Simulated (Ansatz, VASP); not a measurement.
**Sb in VASP and in Ansatz**

```xyz
1
Lattice="3.1705 0.0000 0.0000 0.0000 3.1705 0.0000 0.0000 0.0000 3.1705" Properties=species:S:1:pos:R:3 pbc="T T T"
Sb    0.0000    0.0000    0.0000
```

Change from the starting cell: volume scaled by 1.01.

Alike in both runs: task single point; functional PBEsol; k mesh 12 × 12 × 12; occupations fermi-dirac, width 0.08 eV; no spin polarisation.

|  | VASP | Ansatz |
| --- | --- | --- |
| version | VASP 6.6.1 | Ansatz 0.2.0 |
| potentials or method | VASP PAW PBE potentials, release 64 (Sb), cutoff 520 eV | all-electron LAPW, scalar-relativistic |

```tsv
	VASP	Ansatz	Ansatz less VASP
pressure (GPa)	-5.0	-5.0	-0.01
```

VASP's potentials were made for PBE, not for PBEsol. Ansatz ran all-electron here, and VASP with PAW potentials.

Spin-orbit coupling is off throughout.
